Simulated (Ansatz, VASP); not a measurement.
# Ga2O3 in VASP and in Ansatz

```xyz
10
Lattice="6.1070 -1.5186 0.0000 6.1070 1.5186 0.0000 -1.3860 0.0000 5.6300" Properties=species:S:1:pos:R:3 pbc="T T T"
Ga    0.0041    0.0000    4.4736
Ga   10.8240    0.0000    1.1564
Ga    7.6096    0.0000    1.7679
Ga    3.2184    0.0000    3.8621
O     1.8570    0.0000    0.6182
O     8.9710    0.0000    5.0118
O     1.3361    0.0000    3.1708
O     9.4919    0.0000    2.4592
O     5.7013    0.0000    1.4447
O     5.1267    0.0000    4.1853
```

Alike in both runs: task single point; functional PBEsol; k mesh 6 × 6 × 4; occupations gaussian, width 0.1 eV; no spin polarisation.

|  | VASP | Ansatz |
| --- | --- | --- |
| version | VASP 6.6.1 | Ansatz 0.2.0 |
| potentials or method | VASP PAW PBE potentials, release 64 (Ga_d, O), cutoff 520 eV | scalar-relativistic, plane waves, PAW |
| valence electrons in the cell | 88 | 88 |

|  | VASP | Ansatz | Ansatz less VASP |
| --- | --- | --- | --- |
| gap on the k mesh at the Fermi level (eV) | 2.35 | 2.35 | +0.002 |
| least direct gap on the mesh (eV) | 2.36 | 2.36 | +0.001 |
| pressure (GPa) | 2.8 | 2.5 | -0.33 |
| traceless stress, the component that is largest in VASP (GPa) | 0.47 | 0.37 | -0.102 |
| rms of the force components (eV/Å) | 0.050 | 0.050 | -0.0005 |

VASP's potentials were made for PBE, not for PBEsol, and Ansatz warns of the same on its side. Atom by atom the forces differ by 0.008 eV/Å (rms over components). The functional is the same, so the differences come from potentials, cutoffs and numerics.
